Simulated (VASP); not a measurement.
Here is a VASP 6.6.1 calculation.

Contents of INCAR:

```
SYSTEM = Y3B
PREC = Accurate
ENCUT = 600
EDIFF = 1E-6
ISMEAR = 0
SIGMA = 0.1
LREAL = .False.
LASPH = .True.
NELM = 100
ALGO = Normal
ISIF = 3
LWAVE = .False.
LCHARG = .False.
GGA = PE
IBRION = 2
NSW = 90
EDIFFG = -0.04
```

The input KPOINTS:

```
Automatic mesh
0
Gamma
  4 4 4
  0 0 0
```

POSCAR

```
Y3B
1.0
    4.3908683104      0.0000000000      0.0000000000
    0.0000000000      4.3908683104      0.0000000000
    0.0000000000      0.0000000000      4.3908683104
Y B
3 1
Direct
    0.0000000000      0.5000000000      0.5000000000
    0.5000000000      0.0000000000      0.5000000000
    0.5000000000      0.5000000000      0.0000000000
    0.0000000000      0.0000000000      0.0000000000
```

Potentials or basis: VASP PAW PBE potentials, release 64 (Y_sv, B).

Run with:

```sh
$ cat potpaw_PBE.64/Y_sv/POTCAR potpaw_PBE.64/B/POTCAR > POTCAR
$ mpirun -np 1 vasp_std > vasp.out
```

(1) Estimate the relaxed cell.

(2) Predict the band gap on the k mesh.

Results:

(1) a = 4.517 Å, b = 4.517 Å, c = 4.517 Å, α = 90.00°, β = 90.00°, γ = 90.00°.

(2) zero (band 18 reaches 4.13 eV, above the bottom of band 19 at 3.08 eV).
